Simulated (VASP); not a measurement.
# Ta in VASP: a series of runs

The runs below take Ta through single point, with PBEsol.

All numbers are computed with VASP 6.6.1; they aren't measurements. Logs are shortened: lines on timing, memory, paths and dates and some standing lists are left out, and cuts for length are marked.

### 1 The cell of the first run

The cell holds a slab with vacuum, 5 atoms: a = 2.841 Å, b = 2.841 Å, c = 25.279 Å, α = 90.00°, β = 90.00°, γ = 109.47°.

### 2 Single point, PBEsol

The input, INCAR:

```
SYSTEM = Ta
ALGO = Normal ; DIPOL = 0.5 0.5 0.500
EDIFF = 1E-7 ; ENCUT = 520
GGA = PS ; IDIPOL = 3
ISIF = 2 ; ISMEAR = -1
LASPH = .True. ; LCHARG = .True.
LDIPOL = .True. ; LELF = .True.
LREAL = .False. ; LVACPOTAV = .True.
LVHAR = .True. ; LWAVE = .False.
NBANDS = 36 ; NELM = 80
PREC = Accurate ; SIGMA = 0.05
```

The input, KPOINTS:

```
k-points
0
Gamma
  15 15 1
  0 0 0
```

The input, POSCAR:

```
Ta
1.0
    2.8411580232      0.0000000000      0.0000000000
   -0.9470526744      2.6786694728      0.0000000000
    0.0000000000      0.0000000000     25.2792000000
Ta
5
Direct
    0.0000000000      0.0000000000      0.3205539351
    0.5000000000      0.5000000000      0.4084162398
    0.0000000000      0.0000000000      0.4999999999
    0.5000000000      0.5000000000      0.5915837594
    0.0000000000      0.0000000000      0.6794460659
```

Potentials or basis: VASP PAW PBE potentials, release 64 (Ta_pv).

Launch:

```bash
$ cat potpaw_PBE.64/Ta_pv/POTCAR > POTCAR
$ mpirun -np 1 vasp_std > vasp.out
```

OUTCAR:

```text
SYSTEM = Ta
   EDIFF = 1E-7
   ENCUT = 520
   GGA = PS
   ISIF = 2
   ISMEAR = -1
   LASPH = .True.
   LREAL = .False.
   NELM = 80
   PREC = Accurate

 ion  position               nearest neighbor table
   1  0.000  0.000  0.321-   2 2.76   2 2.76   2 3.21   2 3.21
   2  0.500  0.500  0.408-   1 2.76   1 2.76   3 2.84   3 2.84   1 3.21   1 3.21   3 3.28   3 3.28

   3  0.000  0.000  0.500-   4 2.84   4 2.84   2 2.84   2 2.84   4 3.28   4 3.28   2 3.28   2 3.28

   4  0.500  0.500  0.592-   5 2.76   5 2.76   3 2.84   3 2.84   5 3.21   5 3.21   3 3.28   3 3.28

   5  0.000  0.000  0.679-   4 2.76   4 2.76   4 3.21   4 3.21

  LATTYP: Found a base centered orthorhombic cell.
 ALAT       =     3.2806866990
 B/A-ratio  =     1.4142135624
 C/A-ratio  =     7.7054599599

  Lattice vectors:

 A1 = (   2.8411580232,   0.0000000000,   0.0000000000)
 A2 = (  -0.9470526744,   2.6786694728,   0.0000000000)
 A3 = (   0.0000000000,   0.0000000000,  25.2792000000)

Analysis of symmetry for initial positions (statically):
=====================================================================
 Subroutine PRICEL returns:
 Original cell was already a primitive cell.

 Routine SETGRP: Setting up the symmetry group for a
 base centered orthorhombic supercell.

 Subroutine GETGRP returns: Found  8 space group operations
 (whereof  8 operations were pure point group operations)
 out of a pool of  8 trial point group operations.

The static configuration has the point symmetry D_2h.

Analysis of symmetry for dynamics (positions and initial velocities):
=====================================================================
 Subroutine PRICEL returns:
 Original cell was already a primitive cell.

 Routine SETGRP: Setting up the symmetry group for a
 base centered orthorhombic supercell.

 Subroutine GETGRP returns: Found  8 space group operations
 (whereof  8 operations were pure point group operations)
 out of a pool of  8 trial point group operations.

The dynamic configuration has the point symmetry D_2h.

 Subroutine INISYM returns: Found  8 space group operations
 (whereof  8 operations are pure point group operations),
 and found     1 'primitive' translations

----------------------------------------------------------------------------------------

                                     Primitive cell

  volume of cell :     192.3879

  direct lattice vectors                    reciprocal lattice vectors
     2.841158023  0.000000000  0.000000000     0.351969159  0.124439890  0.000000000
    -0.947052674  2.678669473  0.000000000     0.000000000  0.373319669  0.000000000
     0.000000000  0.000000000 25.279200000     0.000000000  0.000000000  0.039558214

  length of vectors
     2.841158023  2.841158023 25.279200000     0.373319669  0.373319669  0.039558214

  position of ions in fractional coordinates (direct lattice)
     0.000000000  0.000000000  0.320553935
     0.500000000  0.500000000  0.408416240
     0.000000000  0.000000000  0.500000000
     0.500000000  0.500000000  0.591583759
     0.000000000  0.000000000  0.679446066

  ion indices of the primitive-cell ions
   primitive index   ion index
                 1           1
                 2           2
                 3           3
                 4           4
                 5           5

----------------------------------------------------------------------------------------

 KPOINTS: k-points

Automatic generation of k-mesh.
 Grid dimensions read from file:
 generate k-points for:   15   15    1

 Generating k-lattice:

  Cartesian coordinates                     Fractional coordinates (reciprocal lattice)
     0.023464611  0.008295993  0.000000000     0.066666667  0.000000000  0.000000000
     0.000000000  0.024887978  0.000000000     0.000000000  0.066666667  0.000000000
     0.000000000  0.000000000  0.039558214     0.000000000  0.000000000  1.000000000

  Length of vectors
     0.024887978  0.024887978  0.039558214

  Shift w.r.t. Gamma in fractional coordinates (k-lattice)
     0.000000000  0.000000000  0.000000000

 Subroutine IBZKPT returns following result:
 ===========================================

 Found     64 irreducible k-points:

 Following reciprocal coordinates:
            Coordinates               Weight
  0.000000  0.000000  0.000000      1.000000
  0.066667 -0.000000  0.000000      4.000000
  0.133333 -0.000000  0.000000      4.000000
  0.200000  0.000000  0.000000      4.000000
  0.266667 -0.000000  0.000000      4.000000
  0.333333 -0.000000  0.000000      4.000000
[... 16 lines left out ...]
  0.133333  0.133333  0.000000      2.000000
  0.200000  0.133333  0.000000      4.000000
 [... further k-points ...]
   k-points           NKPTS =     64   k-points in BZ     NKDIM =     64   number of bands    NBANDS=     36
   number of dos      NEDOS =    301   number of ions     NIONS =      5
   total plane-waves  NPLWV = 110592
   dimension x,y,z NGX =    24 NGY =   24 NGZ =  192
   dimension x,y,z NGXF=    48 NGYF=   48 NGZF=  384
   ions per type =               5
   NGX,Y,Z   is equivalent  to a cutoff of  14.04, 14.04, 12.63 a.u.
   NGXF,Y,Z  is equivalent  to a cutoff of  28.09, 28.09, 25.25 a.u.
 SYSTEM =  Ta
   PREC   = accura    normal or accurate (medium, high low for compatibility)
   ISTART =      0    job   : 0-new  1-cont  2-samecut
   ICHARG =      2    charge: 1-file 2-atom 10-const
   ISPIN  =      1    spin polarized calculation?
   LNONCOLLINEAR =      F non collinear calculations
   LSORBIT =      F    spin-orbit coupling
   LASPH  =      T    aspherical Exc in radial PAW
   ENCUT  =  520.0 eV  38.22 Ry    6.18 a.u.   5.28  5.28 47.00*2*pi/ulx,y,z
   NELM   =     80;   NELMIN=  2; NELMDL= -5     # of ELM steps
   EDIFF  = 0.1E-06   stopping-criterion for ELM
   LREAL  =      F    real-space projection
   EDIFFG = 0.1E-05   stopping-criterion for IOM
   NSW    =      0    number of steps for IOM
   IBRION =     -1    ionic relax: 0-MD 1-quasi-New 2-CG
   NFREE  =      0    steps in history (QN), initial steepest desc. (CG)
   ISIF   =      2    stress and relaxation
   ISYM   =      2    0-nonsym 1-usesym 2-fastsym
   POTIM  = 0.5000    time-step for ionic-motion
   TEBEG  =    0.0;   TEEND  =   0.0 temperature during run
   PSTRESS=    0.0 pullay stress
   NELECT =      55.0000    total number of electrons
   NUPDOWN=      -1.0000    fix difference up-down
   EMIN   =  10.00;   EMAX   =-10.00  energy-range for DOS
   EFERMI =   0.00;   METHOD = LEGACY
   ISMEAR =    -1;   SIGMA  =   0.05  broadening in eV -4-tet -1-fermi 0-gaus
   EFERMI_NEDOS =   21; number of points for ismear=-14 and -15
   IALGO  =     38    algorithm
   IMIX   =      4    mixing-type and parameters
     AMIX     =   0.40;   BMIX     =  1.00
     AMIX_MAG =   1.60;   BMIX_MAG =  1.00
  volume/ion in A,a.u.               =      38.48       259.66
  Fermi-wavevector in a.u.,A,eV,Ry     =   1.078458  2.037990 15.824542  1.163071
  Thomas-Fermi vector in A             =   2.214397
   LORBIT       =      0    0 simple, 1 ext, 2 COOP (PROOUT), +10 PAW based schemes
   GGA     = PS    functional components
   LHFCALC =     F    Hartree Fock is set to
   AEXX    =    0.0000 exact exchange contribution
   IVDW    =     0    specifies the selected vdW correction
   LEPSILON=     F    determine dielectric tensor
   LRPA    =     F    only Hartree local field effects (RPA)
 non-spin polarized calculation
  energy-cutoff  :      520.00
  volume of cell :      192.39
 maximum number of plane-waves:      5217
 NGX is ok and might be reduce to    24
   NGX = 11   NGY = 11   NGZ = 95

 dipolmoment           0.000000      0.000000      0.000000 electrons x Angstroem

 number of electron      55.0000000 magnetization

 dipolmoment           0.000000      0.000000     -0.000000 electrons x Angstroem

 Free energy of the ion-electron system (eV)
  ---------------------------------------------------
  ext. energy  EPLUGINS =         0.00000000
  ---------------------------------------------------
  free energy    TOTEN  =       -60.31118998 eV

  energy without entropy =      -60.25745990  energy(sigma->0) =      -60.28432494

 E-fermi :   0.0648     XC(G=0):  -6.6808

 val. band max:        0.0644292131   @ k =  -0.2000   0.0667   0.0000
 cond. band min:       0.0670656720   @ k =   0.0000   0.0000   0.0000
 fundamental gap:      0.0026364589
 Fermi energy:         0.0648244984

 k-point     1 :       0.0000    0.0000    0.0000
  band No.  band energies     occupation
      1     -34.2813      2.00000
      2     -34.2076      2.00000
      3     -33.7716      2.00000
      4     -33.5181      2.00000
      5     -33.5136      2.00000
      6     -33.3255      2.00000
[... 28 lines left out ...]
     35       3.3947      0.00000
     36       3.4499      0.00000

 k-point     2 :       0.0667   -0.0000    0.0000
  band No.  band energies     occupation
      1     -34.2682      2.00000
      2     -34.2007      2.00000
      3     -33.7816      2.00000
      4     -33.5512      2.00000
      5     -33.5264      2.00000
      6     -33.3363      2.00000
[... 28 lines left out ...]
     35       3.2533      0.00000
     36       3.4912      0.00000

 k-point     3 :       0.1333   -0.0000    0.0000
  band No.  band energies     occupation
      1     -34.2315      2.00000
      2     -34.1822      2.00000
      3     -33.8162      2.00000
      4     -33.6490      2.00000
      5     -33.5768      2.00000
      6     -33.3756      2.00000
[... 28 lines left out ...]
     35       3.0900      0.00000
     36       3.2895      0.00000

 k-point     4 :       0.2000    0.0000    0.0000
  band No.  band energies     occupation
      1     -34.1802      2.00000
      2     -34.1598      2.00000
      3     -33.8893      2.00000
      4     -33.7980      2.00000
      5     -33.6717      2.00000
      6     -33.4746      2.00000
[... 28 lines left out ...]
     35       3.2016      0.00000
     36       3.2693      0.00000

 k-point     5 :       0.2667   -0.0000    0.0000
  band No.  band energies     occupation
      1     -34.1500      2.00000
      2     -34.1385      2.00000
      3     -34.0075      2.00000
      4     -33.9656      2.00000
      5     -33.7674      2.00000
      6     -33.6228      2.00000
[... 655 lines left out ...]
 k-point    22 :      -0.0667    0.0667    0.0000
  band No.  band energies     occupation
      1     -34.2675      2.00000
      2     -34.1966      2.00000
      3     -33.7651      2.00000
      4     -33.5383      2.00000
      5     -33.5337      2.00000
      6     -33.3494      2.00000
[... 28 lines left out ...]
     35       2.7606      0.00000
     36       3.2500      0.00000

 k-point    23 :       0.1333    0.1333    0.0000
  band No.  band energies     occupation
      1     -34.1531      2.00000
      2     -34.1517      2.00000
      3     -33.9096      2.00000
      4     -33.7975      2.00000
      5     -33.6273      2.00000
      6     -33.4623      2.00000
[... 28 lines left out ...]
     35       3.2004      0.00000
     36       3.9526      0.00000

 k-point    24 :       0.2000    0.1333    0.0000
  band No.  band energies     occupation
      1     -34.1313      2.00000
      2     -34.1119      2.00000
      3     -33.9675      2.00000
      4     -33.9041      2.00000
      5     -33.6896      2.00000
      6     -33.5688      2.00000
[... 28 lines left out ...]
     35       3.7535      0.00000
     36       3.7834      0.00000

 [... further k-points ...]

------------------------ aborting loop because EDIFF is reached ----------------------------------------

  FORCE on cell =-STRESS in cart. coord.  units (eV):
  Direction    XX          YY          ZZ          XY          YZ          ZX
  --------------------------------------------------------------------------------------
  -------------------------------------------------------------------------------------
  Total       -2.4225038     -2.3055997      0.0707997      0.1653273      0.0000000      0.0000000
  in kB      -20.1742408    -19.2006818      0.5896090      1.3768204      0.0000000      0.0000000
  external PRESSURE =     -12.9284379 kB  Pullay stress =       0.0000000 kB

 VOLUME and BASIS-vectors are now :
 -----------------------------------------------------------------------------
  energy-cutoff  :      520.00
  volume of cell :      192.39
      direct lattice vectors                 reciprocal lattice vectors
     2.841158023  0.000000000  0.000000000     0.351969159  0.124439890  0.000000000
    -0.947052674  2.678669473  0.000000000     0.000000000  0.373319669  0.000000000
     0.000000000  0.000000000 25.279200000     0.000000000  0.000000000  0.039558214

 POSITION                                       TOTAL-FORCE (eV/Angst)
 -----------------------------------------------------------------------------------
      0.00000      0.00000      8.10335        -0.000000      0.000000     -0.008876
      0.94705      1.33933     10.32444         0.000000     -0.000000     -0.004538
      0.00000      0.00000     12.63960         0.000000      0.000000      0.000000
      0.94705      1.33933     14.95476         0.000000      0.000000      0.004538
      0.00000      0.00000     17.17585        -0.000000      0.000000      0.008876
 -----------------------------------------------------------------------------------
    total drift:                                0.000000     -0.000000     -0.000002

  FREE ENERGIE OF THE ION-ELECTRON SYSTEM (eV)
  ---------------------------------------------------
  free  energy   TOTEN  =       -60.3111899850 eV

  energy  without entropy=      -60.2574598995  energy(sigma->0) =      -60.28432494

 vacuum level on the upper side and lower side of the slab         4.900         4.900
```

It took 25 min on 1 thread of AMD EPYC 7R13, shared host; peak memory 0.49 GiB.

Results:

```yaml
Free_energy: -60.3112 eV
Largest_force: 0.009 eV/Å
```

Forces in eV/Å, atoms in the order of the input:
```
Ta   0.000  0.000 -0.009
Ta   0.000  0.000 -0.005
Ta   0.000  0.000  0.000
Ta   0.000  0.000  0.005
Ta   0.000  0.000  0.009
```

Caveat: the PAW data sets were made with another functional, which shifts forces and pressure a little; spin-orbit coupling is left out, which moves the levels of the heavy elements.

### 3 Single point, PBEsol

The input, INCAR:

```
  PREC = Accurate
  ENCUT = 520
  EDIFF = 1E-6
  ISMEAR = -1
  SIGMA = 0.05
  LREAL = F
  LASPH = T
  NELM = 100
  ALGO = Normal
  ISIF = 2
  LWAVE = F
  LCHARG = F
  LDIPOL = T
  IDIPOL = 3
  DIPOL = 0.5 0.5 0.500
  GGA = PS
  NBANDS = 36
```

The input, KPOINTS:

```
Automatic mesh
0
Gamma
  15 15 1
```

POSCAR is that of step 2.

Potentials or basis: VASP PAW PBE potentials, release 64 (Ta_pv).

Launch:

```bash
$ cat potpaw_PBE.64/Ta_pv/POTCAR > POTCAR
$ mpirun -np 1 vasp_std > vasp.out
```

It took 21 min on 1 thread of AMD EPYC 7R13, shared host; peak memory 0.49 GiB.

Results (log left out):

* Free energy: -60.3112 eV
* Largest force: 0.009 eV/Å

Forces in eV/Å, atoms in the order of the input:
```
Ta   0.000  0.000 -0.009
Ta   0.000  0.000 -0.004
Ta   0.000  0.000  0.000
Ta   0.000  0.000  0.004
Ta   0.000  0.000  0.009
```

Levels at points of the mesh, in eV from the Fermi level:
```
           k point  band 23  band 24  band 25  band 26  band 27  band 28  band 29  band 30  band 31  band 32
(0.00, 0.00, 0.00)    -0.72    -0.47    -0.42     0.00     0.39     0.49     0.54     0.84     0.88     1.55
```

Caveat: the PAW data sets were made with another functional, which shifts forces and pressure a little; spin-orbit coupling is left out, which moves the levels of the heavy elements.
